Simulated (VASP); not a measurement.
Input of a VASP 6.6.1 run:

The input INCAR:

```
SYSTEM = Tl3Ge2H
PREC = Accurate ; ENCUT = 520
EDIFF = 1E-7 ; ISMEAR = 0
SIGMA = 0.1 ; LREAL = .False.
LASPH = .True. ; NELM = 80
ALGO = Normal ; ISIF = 2
LWAVE = .False. ; LCHARG = .True.
GGA = PE ; LELF = .True.
LVHAR = .True. ; NBANDS = 43
```

The input KPOINTS:

```
regular mesh
0
Gamma
  3 3 4
  0 0 0
```

POSCAR

```
Tl3Ge2H
1.0
    5.8989208400      0.0000000000      0.0000000000
   -2.9494604200      5.1086153100      0.0000000000
    0.0000000000      0.0000000000      4.8739052500
Tl Ge H
3 2 1
Direct
    0.5000000000      0.5000000000      0.5000000000
    0.5000000000      0.0000000000      0.5000000000
    0.0000000000      0.5000000000      0.5000000000
    0.6666666700      0.3333333300      0.0000000000
    0.3333333300      0.6666666700      0.0000000000
    0.0000000000      0.0000000000      0.0000000000
```

Potentials or basis: VASP PAW PBE potentials, release 64 (Tl_d, Ge_d, H).

Launch:

```bash
$ cat potpaw_PBE.64/Tl_d/POTCAR potpaw_PBE.64/Ge_d/POTCAR potpaw_PBE.64/H/POTCAR > POTCAR
$ mpirun -np 1 vasp_std > vasp.out
```

(1) What does it give for the band gap on the k mesh?

(2) Predict the pressure.

Results:

(1) zero (band 34 reaches 4.84 eV, above the bottom of band 35 at 4.11 eV).

(2) 6.9 GPa.

Caveat: the k points lie up to 0.41 Å⁻¹ apart; spin-orbit coupling is left out, which moves the levels of the heavy elements.
